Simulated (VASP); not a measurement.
ZnSe: single point with LDA

ZnSe:

```
Zn Se
1.0
     3.85476    0.00000    0.00000
     0.00000    3.85476    0.00000
     0.00000    0.00000    5.08749
Zn Se
2 2
Direct
  0.00000 0.00000 0.00000
  0.50000 0.50000 0.00000
  0.00000 0.50000 0.27967
  0.50000 0.00000 0.72033
```

```json
{
  "Program": "VASP 6.6.1",
  "Task": "single point",
  "Functional": "LDA",
  "Potentials or basis": "VASP PAW LDA potentials, release 64 (Zn, Se)",
  "Cutoff": "520 eV",
  "k mesh": "8 × 8 × 6",
  "Occupations": "gaussian, width 0.05 eV",
  "Spin": "no spin polarisation"
}
```

```json
{
 "Pressure": "9.6 GPa",
 "Largest force": "1.254 eV/Å",
 "Band gap on the k mesh": "1.61 eV"
}
```

Forces on the atoms (eV/Å):
```
Zn   0.000  0.000  0.000
Zn   0.000  0.000  0.000
Se   0.000  0.000  1.254
Se   0.000  0.000 -1.254
```

Stress tensor (GPa, compression positive):
```
9.85 0.00 0.00
0.00 9.85 0.00
0.00 0.00 9.15
```

Levels at points of the mesh, in eV from the valence-band top:
| k point | band 16 | band 17 | band 18 | band 19 | band 20 | band 21 |
| --- | --- | --- | --- | --- | --- | --- |
| (0.00, 0.00, 0.00) | -0.27 | 0.00 | 0.00 | 1.61 | 1.83 | 2.28 |
| (0.50, 0.00, 0.00) | -2.79 | -1.37 | -1.37 | 3.64 | 3.64 | 5.61 |
| (0.50, 0.50, 0.00) | -2.99 | -2.62 | -2.62 | 2.34 | 2.34 | 2.88 |
| (0.00, 0.00, 0.50) | -2.03 | -1.05 | -1.05 | 2.09 | 3.32 | 4.12 |
| (0.50, 0.00, 0.50) | -1.24 | -0.84 | -0.84 | 2.31 | 2.31 | 5.49 |
| (0.50, 0.50, 0.50) | -4.08 | -3.78 | -3.78 | 5.19 | 5.19 | 5.95 |

Wall time 52 s on 1 thread of AMD EPYC 9R45 96-Core Processor (Zen 5), with other jobs on the host, peak memory 0.2 GiB.

Caveat: the cell stands under pressure; forces of over 1 eV/Å act on the atoms, so gaps and moduli don't describe the material at rest. A k mesh can miss the band edges.
